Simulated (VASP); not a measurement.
# Sb (P-1) in VASP: settings compared

Sb is run at these levels: HSE06, PBE0; tasks: single point.

Everything below comes from runs of VASP 6.6.1. Logs are shortened: lines on timing, memory, paths and dates and some standing lists are left out, and cuts for length are marked.

## 1. The cell of the first run

The typed cell holds 1 atom: a = 3.459 Å, b = 3.554 Å, c = 3.342 Å, α = 58.62°, β = 55.56°, γ = 54.87°.

## 2. Single point, HSE06

Contents of POSCAR:

```
Sb
1.0
    0.1733647600      2.3885337500      2.4958692300
    2.4173055400      0.0646925500      2.6045414300
    2.3204533900      2.4003538000      0.1615447000
Sb
1
Direct
    0.0000000000      0.0000000000      0.0000000000
```

Contents of INCAR.step1:

```
SYSTEM = Sb
PREC = Accurate
ENCUT = 400
EDIFF = 1E-5
ISMEAR = -1
SIGMA = 0.1
LREAL = .False.
LASPH = .True.
NELM = 120
ALGO = Normal
ISIF = 2
LWAVE = .True.
LCHARG = .False.
GGA = PE
NBANDS = 8
GGA_COMPAT = .False.
```

Contents of INCAR.step2:

```
SYSTEM = Sb
PREC = Accurate
ENCUT = 400
EDIFF = 1E-6
ISMEAR = -1
SIGMA = 0.1
LREAL = .False.
LASPH = .True.
NELM = 120
ALGO = Normal
ISIF = 2
LWAVE = .False.
LCHARG = .False.
GGA = PE
LHFCALC = .True.
HFSCREEN = 0.2079
PRECFOCK = Normal
ISTART = 1
NBANDS = 8
GGA_COMPAT = .False.
```

Contents of KPOINTS:

```
regular mesh
0
Gamma
  5 5 5
  0 0 0
```

Potentials or basis: VASP PAW PBE potentials, release 64 (Sb).

Command:

```console
$ cat potpaw_PBE.64/Sb/POTCAR > POTCAR
$ cp INCAR.step1 INCAR
$ mpirun -np 1 vasp_std > vasp.out
$ cp INCAR.step2 INCAR
$ mpirun -np 1 vasp_std > vasp.out
```

OUTCAR:

```text
SYSTEM = Sb
   PREC = Accurate
   ENCUT = 400
   EDIFF = 1E-6
   ISMEAR = -1
   LREAL = .False.
   LASPH = .True.
   NELM = 120
   ISIF = 2
   GGA = PE
   LHFCALC = .True.
   HFSCREEN = 0.2079
   PRECFOCK = Normal
   ISTART = 1

 ion  position               nearest neighbor table
   1  0.000  0.000  0.000-

  Warning from LATTYP: Got some problem with cell dimensions!
  Tried to take original basis but could not verify dimensions!
  LATTYP: Found a triclinic cell.
 ALAT       =     3.4589755750
 B/A-ratio  =     0.9663262552
 C/A-ratio  =     0.9344475022
 COS(alpha) =     0.0327225582
 COS(beta)  =     0.4374087776
 COS(gamma) =     0.5655612418

  Lattice vectors:

 A1 = (   0.1733647600,   2.3885337500,   2.4958692300)
 A2 = (   2.3204533900,   2.4003538000,   0.1615447000)
 A3 = (  -2.2439407800,   2.3238412000,  -0.1086722000)

Analysis of symmetry for initial positions (statically):
=====================================================================
 Subroutine PRICEL returns:
 Original cell was already a primitive cell.

 Routine SETGRP: Setting up the symmetry group for a
 triclinic supercell.

 Subroutine GETGRP returns: Found  2 space group operations
 (whereof  2 operations were pure point group operations)
 out of a pool of  2 trial point group operations.

The static configuration has the point symmetry S_2 .

Analysis of symmetry for dynamics (positions and initial velocities):
=====================================================================
 Subroutine PRICEL returns:
 Original cell was already a primitive cell.

 Routine SETGRP: Setting up the symmetry group for a
 triclinic supercell.

 Subroutine GETGRP returns: Found  2 space group operations
 (whereof  2 operations were pure point group operations)
 out of a pool of  2 trial point group operations.

The dynamic configuration has the point symmetry S_2 .

 Subroutine INISYM returns: Found  2 space group operations
 (whereof  2 operations are pure point group operations),
 and found     1 'primitive' translations

----------------------------------------------------------------------------------------

                                     Primitive cell

  volume of cell :      26.5282

  direct lattice vectors                    reciprocal lattice vectors
     0.173364760  2.388533750  2.495869230    -0.235273108  0.213102125  0.213066631
     2.417305540  0.064692550  2.604541430     0.211288965 -0.217261020  0.193241382
     2.320453390  2.400353800  0.161544700     0.228420051  0.210407962 -0.217225526

  length of vectors
     3.458975575  3.554038162  3.342498914     0.382313144  0.359426778  0.378990975

  position of ions in fractional coordinates (direct lattice)
     0.000000000  0.000000000  0.000000000

  ion indices of the primitive-cell ions
   primitive index   ion index
                 1           1

----------------------------------------------------------------------------------------

 KPOINTS: regular mesh

Automatic generation of k-mesh.
 Grid dimensions read from file:
 generate k-points for:    5    5    5

 Generating k-lattice:

  Cartesian coordinates                     Fractional coordinates (reciprocal lattice)
    -0.047054622  0.042620425  0.042613326     0.200000000  0.000000000  0.000000000
     0.042257793 -0.043452204  0.038648276     0.000000000  0.200000000 -0.000000000
     0.045684010  0.042081592 -0.043445105    -0.000000000 -0.000000000  0.200000000

  Length of vectors
     0.076462629  0.071885356  0.075798195

  Shift w.r.t. Gamma in fractional coordinates (k-lattice)
     0.000000000  0.000000000  0.000000000

 Subroutine IBZKPT returns following result:
 ===========================================

 Found     63 irreducible k-points:

 Following reciprocal coordinates:
            Coordinates               Weight
  0.000000  0.000000  0.000000      1.000000
  0.200000  0.000000  0.000000      2.000000
  0.400000 -0.000000 -0.000000      2.000000
 -0.000000  0.200000  0.000000      2.000000
  0.200000  0.200000  0.000000      2.000000
  0.400000  0.200000  0.000000      2.000000
[... 16 lines left out ...]
 -0.200000  0.200000  0.200000      2.000000
  0.000000  0.400000  0.200000      2.000000
 [... further k-points ...]
   k-points           NKPTS =     63   k-points in BZ     NKDIM =    125   number of bands    NBANDS=      8
   number of dos      NEDOS =    301   number of ions     NIONS =      1
   total plane-waves  NPLWV =  13824
   dimension x,y,z NGX =    24 NGY =   24 NGZ =   24
   dimension x,y,z NGXF=    48 NGYF=   48 NGZF=   48
   ions per type =               1
   NGX,Y,Z   is equivalent  to a cutoff of  11.53, 11.23, 11.94 a.u.
   NGXF,Y,Z  is equivalent  to a cutoff of  23.07, 22.45, 23.87 a.u.
 SYSTEM =  Sb
   PREC   = accura    normal or accurate (medium, high low for compatibility)
   ISTART =      1    job   : 0-new  1-cont  2-samecut
   ICHARG =      0    charge: 1-file 2-atom 10-const
   ISPIN  =      1    spin polarized calculation?
   LNONCOLLINEAR =      F non collinear calculations
   LSORBIT =      F    spin-orbit coupling
   LASPH  =      T    aspherical Exc in radial PAW
   ENCUT  =  400.0 eV  29.40 Ry    5.42 a.u.   5.64  5.80  5.45*2*pi/ulx,y,z
   NELM   =    120;   NELMIN=  2; NELMDL=  0     # of ELM steps
   EDIFF  = 0.1E-05   stopping-criterion for ELM
   LREAL  =      F    real-space projection
   EDIFFG = 0.1E-04   stopping-criterion for IOM
   NSW    =      0    number of steps for IOM
   IBRION =     -1    ionic relax: 0-MD 1-quasi-New 2-CG
   NFREE  =      0    steps in history (QN), initial steepest desc. (CG)
   ISIF   =      2    stress and relaxation
   ISYM   =      3    0-nonsym 1-usesym 2-fastsym
   POTIM  = 0.5000    time-step for ionic-motion
   TEBEG  =    0.0;   TEEND  =   0.0 temperature during run
   PSTRESS=    0.0 pullay stress
   NELECT =       5.0000    total number of electrons
   NUPDOWN=      -1.0000    fix difference up-down
   EMIN   =  10.00;   EMAX   =-10.00  energy-range for DOS
   EFERMI =   0.00;   METHOD = LEGACY
   ISMEAR =    -1;   SIGMA  =   0.10  broadening in eV -4-tet -1-fermi 0-gaus
   EFERMI_NEDOS =   21; number of points for ismear=-14 and -15
   IALGO  =     38    algorithm
   IMIX   =      1    mixing-type and parameters
     AMIX     =   0.40;   BMIX     =  1.00
     AMIX_MAG =   1.60;   BMIX_MAG =  1.00
  volume/ion in A,a.u.               =      26.53       179.02
  Fermi-wavevector in a.u.,A,eV,Ry     =   0.938633  1.773758 11.987156  0.881031
  Thomas-Fermi vector in A             =   2.065864
   LORBIT       =      0    0 simple, 1 ext, 2 COOP (PROOUT), +10 PAW based schemes
   GGA     = PE    functional components
   LHFCALC =     T    Hartree Fock is set to
   PRECFOCK=normal    Normal, Fast or Accurate (Low or Medium for compatibility)
   ENCUT4O =  -1.0   cutoff for four orbital integrals eV
   NKREDX  =     1    reduce k-point grid by
   NKREDY  =     1    reduce k-point grid by
   NKREDZ  =     1    reduce k-point grid by
   AEXX    =    0.2500 exact exchange contribution
   HFSCREEN=    0.2079 screening length (either q_TF or 0.3 A-1)
   HFSCREENC=   0.2079 screening length for correlation (either q_TF or 0.3 A-1)
   ENCUTFOCK=  -1.0 apply spherical cutoff to Coloumb kernel
   IVDW    =     0    specifies the selected vdW correction
   LEPSILON=     F    determine dielectric tensor
   LRPA    =     F    only Hartree local field effects (RPA)
 non-spin polarized calculation
  energy-cutoff  :      400.00
  volume of cell :       26.53
 maximum number of plane-waves:       490
  NGX = 18; NGY = 18; NGZ = 18

 number of electron       5.0000000 magnetization

 Free energy of the ion-electron system (eV)
  ---------------------------------------------------
  ext. energy  EPLUGINS =         0.00000000
  ---------------------------------------------------
  free energy    TOTEN  =        -4.63754939 eV

  energy without entropy =       -4.61631862  energy(sigma->0) =       -4.62693401

 E-fermi :   8.5561     XC(G=0):  -8.5443

 val. band max:        8.4919682698   @ k =   0.4000  -0.4000   0.4000
 cond. band min:       8.5655214561   @ k =  -0.2000   0.2000   0.4000
 fundamental gap:      0.0735531863
 Fermi energy:         8.5560786780

 k-point     1 :       0.0000    0.0000    0.0000
  band No.  band energies     occupation
      1      -6.0096      2.00000
      2      13.1940      0.00000
      3      14.5961      0.00000
      4      15.9776      0.00000
      5      17.6490      0.00000
      6      18.9527      0.00000
      7      20.3571      0.00000
      8      20.6495      0.00000

 k-point     2 :       0.2000    0.0000    0.0000
  band No.  band energies     occupation
      1      -5.0289      2.00000
      2      10.4407      0.00000
      3      12.6320      0.00000
      4      13.4581      0.00000
      5      17.3541      0.00000
      6      18.9376      0.00000
      7      20.0198      0.00000
      8      21.0550      0.00000

 k-point     3 :       0.4000   -0.0000   -0.0000
  band No.  band energies     occupation
      1      -2.1874      2.00000
      2       3.7564      2.00000
      3      11.5739      0.00000
      4      12.7221      0.00000
      5      16.3396      0.00000
      6      17.7724      0.00000
      7      18.9200      0.00000
      8      19.4121      0.00000
[... 210 lines left out ...]
 k-point    23 :      -0.2000    0.2000    0.2000
  band No.  band energies     occupation
      1      -2.2934      2.00000
      2       5.6047      2.00000
      3      10.2254      0.00000
      4      10.5387      0.00000
      5      15.0814      0.00000
      6      16.9964      0.00000
      7      20.3305      0.00000
      8      21.9244      0.00000

 k-point    24 :       0.0000    0.4000    0.2000
  band No.  band energies     occupation
      1      -2.8009      2.00000
      2       5.4595      2.00000
      3      10.2768      0.00000
      4      10.6336      0.00000
      5      15.3598      0.00000
      6      18.9390      0.00000
      7      21.7177      0.00000
      8      22.8854      0.00000

 [... further k-points ...]

------------------------ aborting loop because EDIFF is reached ----------------------------------------

  FORCE on cell =-STRESS in cart. coord.  units (eV):
  Direction    XX          YY          ZZ          XY          YZ          ZX
  --------------------------------------------------------------------------------------
  -------------------------------------------------------------------------------------
  Total       -0.2600730     -0.0019719     -0.1761982     -0.2432208     -0.0347866      0.3136510
  in kB      -15.7071818     -0.1190938    -10.6415402    -14.6893830     -2.1009436     18.9430379
  external PRESSURE =      -8.8226053 kB  Pullay stress =       0.0000000 kB

 VOLUME and BASIS-vectors are now :
 -----------------------------------------------------------------------------
  energy-cutoff  :      400.00
  volume of cell :       26.53
      direct lattice vectors                 reciprocal lattice vectors
     0.173364760  2.388533750  2.495869230    -0.235273108  0.213102125  0.213066631
     2.417305540  0.064692550  2.604541430     0.211288965 -0.217261020  0.193241382
     2.320453390  2.400353800  0.161544700     0.228420051  0.210407962 -0.217225526

 POSITION                                       TOTAL-FORCE (eV/Angst)
 -----------------------------------------------------------------------------------
      0.00000      0.00000      0.00000         0.000000      0.000000     -0.000000
 -----------------------------------------------------------------------------------
    total drift:                               -0.000000      0.000001     -0.000000

  FREE ENERGIE OF THE ION-ELECTRON SYSTEM (eV)
  ---------------------------------------------------
  free  energy   TOTEN  =        -4.6375493933 eV

  energy  without entropy=       -4.6163186176  energy(sigma->0) =       -4.62693401
```

Run time: 16 min. Hardware: 1 thread of Intel Xeon Platinum 8259CL at 2.50GHz (Skylake/Cascade Lake), shared host; peak memory 0.24 GiB.

What came out:

- Free energy: -4.6375 eV
- Pressure: -0.9 GPa
- Band gap on the k mesh: zero (an odd number of electrons rules out a gap without spin polarisation)

Stress tensor (GPa, compression positive):
```
-1.57 -1.47  1.89
-1.47 -0.01 -0.21
 1.89 -0.21 -1.06
```

Caveat: the k points lie up to 0.48 Å⁻¹ apart, too coarse for converged energies and pressures of a metal; the PAW data sets were made with another functional, which shifts forces and pressure a little; spin-orbit coupling is left out, which moves the levels of the heavy elements.

## 3. Single point, HSE06

POSCAR is that of step 2.

Contents of INCAR.step1:

```
ALGO     = Normal         # electronic algorithm
EDIFF    = 1E-5           # SCF threshold, eV
ENCUT    = 520            # plane-wave cutoff, eV
GGA      = PE             # functional
ISIF     = 2              # what is computed and relaxed
ISMEAR   = -1             # smearing method
LASPH    = True           # aspherical terms in the spheres
LCHARG   = False          # write CHGCAR
LREAL    = False          # projectors in reciprocal space
LWAVE    = True           # write WAVECAR
NBANDS   = 8              # bands
NELM     = 80             # most SCF steps
PREC     = Accurate       # precision mode
SIGMA    = 0.05           # smearing width, eV
```

Contents of INCAR.step2:

```
ALGO     = Normal         # electronic algorithm
EDIFF    = 1E-7           # SCF threshold, eV
ENCUT    = 520            # plane-wave cutoff, eV
GGA      = PE             # functional
HFSCREEN = 0.2079         # screening, 1/A
ISIF     = 2              # what is computed and relaxed
ISMEAR   = -1             # smearing method
ISTART   = 1            
LASPH    = True           # aspherical terms in the spheres
LCHARG   = False          # write CHGCAR
LHFCALC  = True           # exact exchange
LREAL    = False          # projectors in reciprocal space
LWAVE    = False          # write WAVECAR
NBANDS   = 8              # bands
NELM     = 80             # most SCF steps
PREC     = Accurate       # precision mode
PRECFOCK = Normal       
SIGMA    = 0.05           # smearing width, eV
```

Contents of KPOINTS:

```
k-points
0
Gamma
  6 6 6
```

Potentials or basis: VASP PAW PBE potentials, release 64 (Sb).

Command:

```console
$ cat potpaw_PBE.64/Sb/POTCAR > POTCAR
$ cp INCAR.step1 INCAR
$ mpirun -np 1 vasp_std > vasp.out
$ cp INCAR.step2 INCAR
$ mpirun -np 1 vasp_std > vasp.out
```

Wall time 34 min (1 thread of AMD EPYC 9R45 (Zen 5), shared host); peak memory 0.25 GiB.

Results (log left out):

```yaml
Free_energy: -4.6977 eV
Pressure: -0.4 GPa
Band_gap_on_the_k_mesh: zero (an odd number of electrons rules out a gap without spin polarisation)
```

Stress tensor (GPa, compression positive):
```
 2.31 -0.54 -1.16
-0.54 -4.42 -0.36
-1.16 -0.36  0.95
```

Levels at points of the mesh, in eV from the Fermi level:
```csv
k point,band 1,band 2,band 3,band 4,band 5,band 6,band 7
"(0.00, 0.00, 0.00)",-14.59,4.62,6.02,7.38,9.08,10.38,11.77
"(0.50, 0.00, 0.00)",-9.52,-6.63,2.81,4.13,7.62,9.11,10.10
"(0.00, 0.50, 0.00)",-10.54,-6.83,4.02,5.12,8.78,9.44,11.17
"(0.50, 0.50, 0.00)",-8.87,-6.09,0.72,1.60,4.95,5.69,18.12
"(0.00, 0.00, 0.50)",-9.69,-6.65,2.61,4.54,7.24,9.44,10.59
"(0.50, 0.00, 0.50)",-8.41,-5.69,-1.11,2.12,3.66,6.16,18.11
"(0.00, 0.50, 0.50)",-7.69,-5.41,-0.28,0.32,4.06,4.71,17.21
"(0.50, 0.50, 0.50)",-11.13,-6.87,4.69,5.72,9.64,9.71,11.42
```

Caveat: the k points lie up to 0.40 Å⁻¹ apart, too coarse for converged energies and pressures of a metal; the PAW data sets were made with another functional, which shifts forces and pressure a little; spin-orbit coupling is left out, which moves the levels of the heavy elements.

## 4. Single point, PBE0

POSCAR is that of step 3.

Contents of INCAR.step1:

```
PREC = Accurate ; ENCUT = 520
EDIFF = 1E-5 ; ISMEAR = -1
SIGMA = 0.05 ; LREAL = F
LASPH = T ; NELM = 80
ALGO = Normal ; ISIF = 2
LWAVE = T ; LCHARG = F
GGA = PE ; NBANDS = 8
```

Contents of INCAR.step2:

```
PREC = Accurate ; ENCUT = 520
EDIFF = 1E-6 ; ISMEAR = -1
SIGMA = 0.05 ; LREAL = F
LASPH = T ; NELM = 80
ALGO = Normal ; ISIF = 2
LWAVE = F ; LCHARG = F
GGA = PE ; LHFCALC = T
AEXX = 0.25 ; PRECFOCK = Normal
ISTART = 1 ; NBANDS = 8
```

Contents of KPOINTS:

```
regular mesh
0
Gamma
  6 6 6
```

Command:

```console
$ cat potpaw_PBE.64/Sb/POTCAR > POTCAR
$ cp INCAR.step1 INCAR
$ mpirun -np 1 vasp_std > vasp.out
$ cp INCAR.step2 INCAR
$ mpirun -np 1 vasp_std > vasp.out
```

It took 25 min on 1 thread of AMD EPYC 9R45 (Zen 5), shared host; peak memory 0.16 GiB.

It converged, with:

| Property | Result |
| --- | --- |
| Free energy | -5.2532 eV |
| Pressure | -0.6 GPa |
| Band gap on the k mesh | zero (an odd number of electrons rules out a gap without spin polarisation) |

Stress tensor (GPa, compression positive):
```
 1.77 -0.60 -1.05
-0.60 -4.90 -0.01
-1.05 -0.01  1.33
```

Levels at points of the mesh, in eV from the Fermi level:
```
           k point  band 1  band 2  band 3  band 4  band 5  band 6  band 7
(0.00, 0.00, 0.00)  -15.03    5.02    6.43    7.79    9.46   10.75   12.15
(0.50, 0.00, 0.00)   -9.95   -7.07    3.17    4.53    7.97    9.49   10.48
(0.00, 0.50, 0.00)  -10.97   -7.27    4.40    5.52    9.14    9.81   11.55
(0.50, 0.50, 0.00)   -9.30   -6.53    1.01    1.90    5.27    6.02   18.48
(0.00, 0.00, 0.50)  -10.12   -7.09    2.93    4.95    7.58    9.81   10.97
(0.50, 0.00, 0.50)   -8.83   -6.12   -1.48    2.43    3.98    6.49   18.47
(0.00, 0.50, 0.50)   -8.11   -5.84   -0.54    0.62    4.38    5.03   17.58
(0.50, 0.50, 0.50)  -11.56   -7.32    5.10    6.13   10.02   10.09   11.80
```

Caveat: the k points lie up to 0.40 Å⁻¹ apart, too coarse for converged energies and pressures of a metal; the PAW data sets were made with another functional, which shifts forces and pressure a little; spin-orbit coupling is left out, which moves the levels of the heavy elements.

## 5. Overview

| level | k mesh | cutoff (eV) | smearing | screening parameter | gap on the mesh (eV) | pressure (GPa) |
| --- | --- | --- | --- | --- | --- | --- |
| HSE06 | 5 × 5 × 5 | 400 | fermi-dirac 0.1 eV | 0.2079 1/Å | none | -0.9 |
| HSE06 | 6 × 6 × 6 | 520 | fermi-dirac 0.05 eV | 0.2079 1/Å | none | -0.4 |
| PBE0 | 6 × 6 × 6 | 520 | fermi-dirac 0.05 eV | - | none | -0.6 |

Alike in all rows: task single point; potentials or basis VASP PAW PBE potentials, release 64 (Sb); no spin polarisation; cell as given.

Caveats: all runs use coarse meshes; the PAW data sets were made with another functional, which shifts forces and pressure a little; spin-orbit coupling is left out, which moves the levels of the heavy elements.

Total energies depend on the potentials used, so only differences within one code and one set of settings carry meaning.
